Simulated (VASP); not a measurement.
Here is a VASP 6.6.1 calculation.

The input INCAR:

```
SYSTEM = Bi2Se3
ALGO = Normal
EDIFF = 1E-6
ENCUT = 520
GGA = PE
ISIF = 2
ISMEAR = 0
LASPH = .True.
LCHARG = .False.
LREAL = .False.
LWAVE = .False.
NBANDS = 32
NELM = 60
PREC = Accurate
SIGMA = 0.05
```

KPOINTS

```
k-points
0
Gamma
  6 6 6
  0 0 0
```

POSCAR

```
Bi2Se3
1.0
    2.0936564891      1.2087731376     10.6948803845
   -2.0936564891      1.2087731376     10.6948803845
    0.0000000000     -2.4175462751     10.6948803845
Bi Se
2 3
Direct
    0.3955941725      0.3955941725      0.3955941725
    0.6044058275      0.6044058275      0.6044058275
    0.0000000000      0.0000000000      0.0000000000
    0.2210304535      0.2210304535      0.2210304535
    0.7789695465      0.7789695465      0.7789695465
```

Potentials or basis: VASP PAW PBE potentials, release 64 (Bi_d, Se).

Run with:

```bash
$ cat potpaw_PBE.64/Bi_d/POTCAR potpaw_PBE.64/Se/POTCAR > POTCAR
$ mpirun -np 1 vasp_std > vasp.out
```

Task: Estimate the largest force.

Result: 0.255 eV/Å.

Task: Estimate the pressure.

Result: -1.2 GPa.

Task: Predict the band gap on the k mesh.

Result: 0.79 eV (least direct gap 0.80 eV).

Stress tensor (GPa, compression positive):
```
-0.88  0.00  0.00
 0.00 -0.88  0.00
 0.00  0.00 -1.74
```

Caveat: the cell differs from its parent crystal (strain +0.000 along x and y, +0.025 along z); spin-orbit coupling is left out, which moves the levels of the heavy elements. A k mesh can miss the band edges.
